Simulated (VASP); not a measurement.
# Si2Cl (R-3m) in VASP: notebook

The runs below take Si2Cl through single point, with PBE.

Program: VASP 6.6.1. These are calculated values, not measurements. Logs are shortened: lines on timing, memory, paths and dates and some standing lists are left out, and cuts for length are marked.

## Step 1: The cell of the first run

The structure is trigonal, space group R-3m (No. 166). Conventional cell: a = 3.885 Å, b = 3.885 Å, c = 16.479 Å, α = 90.00°, β = 90.00°, γ = 120.00°. Si (site symmetry 3m) has 3 Si at 2.34 Å and 1 Cl at 2.40 Å within 3.1 Å. Cl (site symmetry -3m) has 2 Si at 2.40 Å within 3.2 Å.

## Step 2: Single point, PBE

The input, INCAR:

```
PREC     = Accurate       # precision mode
ENCUT    = 520            # plane-wave cutoff, eV
EDIFF    = 1E-6           # SCF threshold, eV
ISMEAR   = 0              # smearing method
SIGMA    = 0.1            # smearing width, eV
LREAL    = False          # projectors in reciprocal space
LASPH    = True           # aspherical terms in the spheres
NELM     = 60             # most SCF steps
ALGO     = Normal         # electronic algorithm
ISIF     = 2              # what is computed and relaxed
LWAVE    = False          # write WAVECAR
LCHARG   = False          # write CHGCAR
GGA      = PE             # functional
NBANDS   = 14             # bands
```

The input, KPOINTS:

```
Automatic mesh
0
Gamma
  6 6 6
```

The input, POSCAR:

```
Si2Cl
1.0
    1.9426580412      1.1215941458      5.4928829011
   -1.9426580412      1.1215941458      5.4928829011
    0.0000000000     -2.2431882834      5.4928829028
Si Cl
2 1
Direct
    0.1459462968      0.1459462968      0.1459462968
    0.8540537032      0.8540537032      0.8540537032
    0.0000000000      0.0000000000      0.0000000000
```

Potentials or basis: VASP PAW PBE potentials, release 64 (Si, Cl).

Command:

```
$ cat potpaw_PBE.64/Si/POTCAR potpaw_PBE.64/Cl/POTCAR > POTCAR
$ mpirun -np 1 vasp_std > vasp.out
```

OUTCAR:

```text
PREC = Accurate
   ENCUT = 520
   EDIFF = 1E-6
   ISMEAR = 0
   LREAL = False
   LASPH = True
   NELM = 60
   ISIF = 2
   GGA = PE

 ion  position               nearest neighbor table
   1  0.146  0.146  0.146-   2 2.34   2 2.34   2 2.34   3 2.40
   2  0.854  0.854  0.854-   1 2.34   1 2.34   1 2.34   3 2.40
   3  0.000  0.000  0.000-   1 2.40   2 2.40

  LATTYP: Found a trigonal (rhomboedric) cell.
 ALAT       =     5.9332669128
 COS(alpha) =     0.7855949827

  Lattice vectors:

 A1 = (   1.9426580412,   1.1215941458,   5.4928829011)
 A2 = (  -1.9426580412,   1.1215941458,   5.4928829011)
 A3 = (   0.0000000000,  -2.2431882834,   5.4928829028)

Analysis of symmetry for initial positions (statically):
=====================================================================
 Subroutine PRICEL returns:
 Original cell was already a primitive cell.

 Routine SETGRP: Setting up the symmetry group for a
 trigonal (rhombohedral) supercell.

 Subroutine GETGRP returns: Found 12 space group operations
 (whereof 12 operations were pure point group operations)
 out of a pool of 12 trial point group operations.

The static configuration has the point symmetry D_3d.

Analysis of symmetry for dynamics (positions and initial velocities):
=====================================================================
 Subroutine PRICEL returns:
 Original cell was already a primitive cell.

 Routine SETGRP: Setting up the symmetry group for a
 trigonal (rhombohedral) supercell.

 Subroutine GETGRP returns: Found 12 space group operations
 (whereof 12 operations were pure point group operations)
 out of a pool of 12 trial point group operations.

The dynamic configuration has the point symmetry D_3d.

 Subroutine INISYM returns: Found 12 space group operations
 (whereof 12 operations are pure point group operations),
 and found     1 'primitive' translations

----------------------------------------------------------------------------------------

                                     Primitive cell

  volume of cell :      71.8098

  direct lattice vectors                    reciprocal lattice vectors
     1.942658041  1.121594146  5.492882901     0.257379317  0.148598018  0.060684587
    -1.942658041  1.121594146  5.492882901    -0.257379317  0.148598018  0.060684587
     0.000000000 -2.243188283  5.492882903     0.000000000 -0.297196036  0.060684588

  length of vectors
     5.933266913  5.933266913  5.933266913     0.303328375  0.303328375  0.303328375

[... 94 lines left out ...]
   NUPDOWN=      -1.0000    fix difference up-down
   EMIN   =  10.00;   EMAX   =-10.00  energy-range for DOS
   EFERMI =   0.00;   METHOD = LEGACY
   ISMEAR =     0;   SIGMA  =   0.10  broadening in eV -4-tet -1-fermi 0-gaus
   EFERMI_NEDOS =   21; number of points for ismear=-14 and -15
   IALGO  =     38    algorithm
   IMIX   =      4    mixing-type and parameters
     AMIX     =   0.40;   BMIX     =  1.00
     AMIX_MAG =   1.60;   BMIX_MAG =  1.00
  volume/ion in A,a.u.               =      23.94       161.53
  Fermi-wavevector in a.u.,A,eV,Ry     =   0.971354  1.835592 12.837475  0.943528
  Thomas-Fermi vector in A             =   2.101564
   LORBIT       =      0    0 simple, 1 ext, 2 COOP (PROOUT), +10 PAW based schemes
   GGA     = PE    functional components
   LHFCALC =     F    Hartree Fock is set to
   AEXX    =    0.0000 exact exchange contribution
   IVDW    =     0    specifies the selected vdW correction
   LEPSILON=     F    determine dielectric tensor
   LRPA    =     F    only Hartree local field effects (RPA)
 non-spin polarized calculation
 Gauss-broadening in eV      SIGMA  =   0.10
  energy-cutoff  :      520.00
  volume of cell :       71.81
 maximum number of plane-waves:      1970
 NGX is ok and might be reduce to    48
   NGX = 23   NGY = 23   NGZ = 23

 number of electron      15.0000000 magnetization

 Free energy of the ion-electron system (eV)
  ---------------------------------------------------
  ext. energy  EPLUGINS =         0.00000000
  ---------------------------------------------------
  free energy    TOTEN  =       -12.90337722 eV

  energy without entropy =      -12.89936824  energy(sigma->0) =      -12.90137273

 E-fermi :   3.7709     XC(G=0):  -8.5384

 val. band max:        3.7624913324   @ k =  -0.3333   0.3333   0.1667
 cond. band min:       3.9583058515   @ k =   0.1667   0.1667   0.1667
 fundamental gap:      0.1958145191
 Fermi energy:         3.7709238287

 k-point     1 :       0.0000    0.0000    0.0000
  band No.  band energies     occupation
      1     -12.3342      2.00000
      2      -6.7925      2.00000
      3      -3.5152      2.00000
      4       0.8246      2.00000
      5       0.8246      2.00000
      6       2.6732      2.00000
      7       2.6732      2.00000
      8       4.6877      0.00000
      9       6.4989      0.00000
     10       6.9400      0.00000
     11       6.9400      0.00000
     12       7.8158      0.00000
     13       8.8657      0.00000
     14      12.6062      0.00000
[... 377 lines left out ...]
      1     -12.0699      2.00000
      2      -5.6833      2.00000
      3      -2.8052      2.00000
      4      -1.2744      2.00000
      5      -0.3860      2.00000
      6      -0.2192      2.00000
      7       1.2640      2.00000
      8       3.3760      2.00000
      9       6.6074      0.00000
     10       7.1257      0.00000
     11       8.2247      0.00000
     12      10.1245      0.00000
     13      11.5365      0.00000
     14      12.2549      0.00000

 [... further k-points ...]

------------------------ aborting loop because EDIFF is reached ----------------------------------------

  FORCE on cell =-STRESS in cart. coord.  units (eV):
  Direction    XX          YY          ZZ          XY          YZ          ZX
  --------------------------------------------------------------------------------------
  -------------------------------------------------------------------------------------
  Total       -0.0362649     -0.0362649      0.0335022      0.0000000      0.0000000      0.0000000
  in kB       -0.8091214     -0.8091214      0.7474806      0.0000000      0.0000000      0.0000000
  external PRESSURE =      -0.2902540 kB  Pullay stress =       0.0000000 kB

 VOLUME and BASIS-vectors are now :
 -----------------------------------------------------------------------------
  energy-cutoff  :      520.00
  volume of cell :       71.81
      direct lattice vectors                 reciprocal lattice vectors
     1.942658041  1.121594146  5.492882901     0.257379317  0.148598018  0.060684587
    -1.942658041  1.121594146  5.492882901    -0.257379317  0.148598018  0.060684587
     0.000000000 -2.243188283  5.492882903     0.000000000 -0.297196036  0.060684588

 POSITION                                       TOTAL-FORCE (eV/Angst)
 -----------------------------------------------------------------------------------
      0.00000      0.00000      2.40500         0.000000     -0.000000     -0.001580
      0.00000      0.00000     14.07365         0.000000      0.000000      0.001580
      0.00000      0.00000      0.00000         0.000000      0.000000      0.000000
 -----------------------------------------------------------------------------------
    total drift:                               -0.000000     -0.000000     -0.000000

  FREE ENERGIE OF THE ION-ELECTRON SYSTEM (eV)
  ---------------------------------------------------
  free  energy   TOTEN  =       -12.9033772226 eV

  energy  without entropy=      -12.8993682385  energy(sigma->0) =      -12.90137273
```

stdout:

```text
POSCAR found type information on POSCAR SiCl
 POSCAR found :  2 types and       3 ions
 scaLAPACK will be used
 LDA part: xc-table for (Slater+PW92), standard interpolation
 POSCAR, INCAR and KPOINTS ok, starting setup
 FFT: planning ... GRIDC
 FFT: planning ... GRID_SOFT
 FFT: planning ... GRID
 WAVECAR not read
 entering main loop
```

Wall time 52 s (1 thread of AMD EPYC 9R45 (Zen 5), shared host); peak memory 0.26 GiB.

Results:

```yaml
Free_energy: -12.9034 eV
Pressure: 0.0 GPa
Band_gap_on_the_k_mesh: zero (an odd number of electrons rules out a gap without spin polarisation)
```

Levels at points of the mesh, in eV from the Fermi level:
| k point | band 5 | band 6 | band 7 | band 8 | band 9 | band 10 | band 11 | band 12 |
| --- | --- | --- | --- | --- | --- | --- | --- | --- |
| (0.00, 0.00, 0.00) | -2.95 | -1.10 | -1.10 | 0.92 | 2.73 | 3.17 | 3.17 | 4.04 |
| (0.50, 0.00, 0.00) | -3.67 | -3.24 | -2.48 | 0.64 | 1.29 | 2.69 | 5.26 | 6.86 |
| (0.50, 0.50, 0.00) | -4.01 | -3.68 | -1.71 | -0.73 | 1.14 | 3.42 | 5.11 | 7.13 |
| (0.50, 0.50, 0.50) | -3.12 | -2.40 | -0.65 | -0.65 | 1.54 | 2.85 | 2.85 | 6.29 |

Caveat: an odd number of electrons without spin polarisation forces a metal; a magnetic or distorted state may lie lower.

## Step 3: Single point, PBE

The input, INCAR:

```
  PREC = Accurate
  ENCUT = 520
  EDIFF = 1E-7
  ISMEAR = 0
  SIGMA = 0.1
  LREAL = F
  LASPH = T
  NELM = 80
  ALGO = Normal
  ISIF = 2
  LWAVE = F
  LCHARG = F
  GGA = PE
  NBANDS = 14
```

The input, KPOINTS:

```
regular mesh
0
Gamma
  15 15 15
```

The input, POSCAR:

```
Si2Cl
1.0
    1.9403918737      1.1202857706      5.5003669454
   -1.9403918737      1.1202857706      5.5003669454
    0.0000000000     -2.2405715412      5.5003669454
Si Cl
2 1
Direct
    0.1457776347      0.1457776347      0.1457776347
    0.8542223653      0.8542223653      0.8542223653
    0.0000000000      0.0000000000      0.0000000000
```

Potentials or basis: VASP PAW PBE potentials, release 64 (Si, Cl).

Command:

```
$ cat potpaw_PBE.64/Si/POTCAR potpaw_PBE.64/Cl/POTCAR > POTCAR
$ mpirun -np 1 vasp_std > vasp.out
```

OUTCAR:

```text
PREC = Accurate
   ENCUT = 520
   EDIFF = 1E-7
   ISMEAR = 0
   LREAL = F
   LASPH = T
   NELM = 80
   ISIF = 2
   GGA = PE

 ion  position               nearest neighbor table
   1  0.146  0.146  0.146-   2 2.34   2 2.34   2 2.34   3 2.41
   2  0.854  0.854  0.854-   1 2.34   1 2.34   1 2.34   3 2.41
   3  0.000  0.000  0.000-   1 2.41   2 2.41

  LATTYP: Found a trigonal (rhomboedric) cell.
 ALAT       =     5.9392084797
 COS(alpha) =     0.7865226764

  Lattice vectors:

 A1 = (   1.9403918737,   1.1202857706,   5.5003669454)
 A2 = (  -1.9403918737,   1.1202857706,   5.5003669454)
 A3 = (   0.0000000000,  -2.2405715412,   5.5003669454)

Analysis of symmetry for initial positions (statically):
=====================================================================
 Subroutine PRICEL returns:
 Original cell was already a primitive cell.

 Routine SETGRP: Setting up the symmetry group for a
 trigonal (rhombohedral) supercell.

 Subroutine GETGRP returns: Found 12 space group operations
 (whereof 12 operations were pure point group operations)
 out of a pool of 12 trial point group operations.

The static configuration has the point symmetry D_3d.

Analysis of symmetry for dynamics (positions and initial velocities):
=====================================================================
 Subroutine PRICEL returns:
 Original cell was already a primitive cell.

 Routine SETGRP: Setting up the symmetry group for a
 trigonal (rhombohedral) supercell.

 Subroutine GETGRP returns: Found 12 space group operations
 (whereof 12 operations were pure point group operations)
 out of a pool of 12 trial point group operations.

The dynamic configuration has the point symmetry D_3d.

 Subroutine INISYM returns: Found 12 space group operations
 (whereof 12 operations are pure point group operations),
 and found     1 'primitive' translations

----------------------------------------------------------------------------------------
[... 126 lines left out ...]
 non-spin polarized calculation
 Gauss-broadening in eV      SIGMA  =   0.10
  energy-cutoff  :      520.00
  volume of cell :       71.74
 maximum number of plane-waves:      1952
 NGX is ok and might be reduce to    48
   NGX = 23   NGY = 23   NGZ = 23

 number of electron      14.9999999 magnetization

 Free energy of the ion-electron system (eV)
  ---------------------------------------------------
  ext. energy  EPLUGINS =         0.00000000
  ---------------------------------------------------
  free energy    TOTEN  =       -12.90940279 eV

  energy without entropy =      -12.90505240  energy(sigma->0) =      -12.90722759

 E-fermi :   3.8727     XC(G=0):  -8.5450

 val. band max:        3.8710591245   @ k =  -0.2667  -0.4667   0.0667
 cond. band min:       3.8737648624   @ k =  -0.2667  -0.4000   0.1333
 fundamental gap:      0.0027057379
 Fermi energy:         3.8726532287

 k-point     1 :       0.0000    0.0000    0.0000
  band No.  band energies     occupation
      1     -12.3305      2.00000
      2      -6.7973      2.00000
      3      -3.5168      2.00000
      4       0.8351      2.00000
      5       0.8351      2.00000
      6       2.6930      2.00000
      7       2.6930      2.00000
      8       4.6970      0.00000
      9       6.5087      0.00000
     10       6.9553      0.00000
     11       6.9553      0.00000
     12       7.8013      0.00000
     13       8.8713      0.00000
     14      12.6280      0.00000
[... 377 lines left out ...]
      1     -12.2587      2.00000
      2      -6.5848      2.00000
      3      -3.2338      2.00000
      4       0.3557      2.00000
      5       0.6235      2.00000
      6       1.0127      2.00000
      7       2.2747      2.00000
      8       4.6001      0.00000
      9       6.2390      0.00000
     10       7.3879      0.00000
     11       7.9796      0.00000
     12       8.7088      0.00000
     13       9.8932      0.00000
     14      10.9828      0.00000

 [... further k-points ...]

------------------------ aborting loop because EDIFF is reached ----------------------------------------

  FORCE on cell =-STRESS in cart. coord.  units (eV):
  Direction    XX          YY          ZZ          XY          YZ          ZX
  --------------------------------------------------------------------------------------
  -------------------------------------------------------------------------------------
  Total       -0.0250529     -0.0250529     -0.0352619      0.0000000      0.0000000      0.0000000
  in kB       -0.5595094     -0.5595094     -0.7875076      0.0000000      0.0000000      0.0000000
  external PRESSURE =      -0.6355088 kB  Pullay stress =       0.0000000 kB

 VOLUME and BASIS-vectors are now :
 -----------------------------------------------------------------------------
  energy-cutoff  :      520.00
  volume of cell :       71.74
      direct lattice vectors                 reciprocal lattice vectors
     1.940391874  1.120285771  5.500366945     0.257679908  0.148771564  0.060602017
    -1.940391874  1.120285771  5.500366945    -0.257679908  0.148771564  0.060602017
     0.000000000 -2.240571541  5.500366945     0.000000000 -0.297543129  0.060602017

 POSITION                                       TOTAL-FORCE (eV/Angst)
 -----------------------------------------------------------------------------------
      0.00000      0.00000      2.40549         0.000000      0.000000      0.014700
      0.00000      0.00000     14.09561         0.000000     -0.000000     -0.014700
      0.00000      0.00000      0.00000        -0.000000     -0.000000     -0.000000
 -----------------------------------------------------------------------------------
    total drift:                               -0.000000     -0.000000     -0.000000

  FREE ENERGIE OF THE ION-ELECTRON SYSTEM (eV)
  ---------------------------------------------------
  free  energy   TOTEN  =       -12.9094027920 eV

  energy  without entropy=      -12.9050523950  energy(sigma->0) =      -12.90722759
```

stdout:

```text
POSCAR found type information on POSCAR SiCl
 POSCAR found :  2 types and       3 ions
 scaLAPACK will be used
 LDA part: xc-table for (Slater+PW92), standard interpolation
 POSCAR, INCAR and KPOINTS ok, starting setup
 FFT: planning ... GRIDC
 FFT: planning ... GRID_SOFT
 FFT: planning ... GRID
 WAVECAR not read
 entering main loop
```

Wall time 8.6 min (1 thread of AMD EPYC 9R45 (Zen 5), shared host); peak memory 0.48 GiB.

What came out:

```
Free energy            : -12.9094 eV
Pressure               : -0.1 GPa
Largest force          : 0.015 eV/Å
Band gap on the k mesh : zero (an odd number of electrons rules out a gap without spin polarisation)
```

Forces in eV/Å, atoms in the order of the input:
```
Si   0.000  0.000  0.015
Si   0.000  0.000 -0.015
Cl   0.000  0.000  0.000
```

Caveat: an odd number of electrons without spin polarisation forces a metal; a magnetic or distorted state may lie lower.
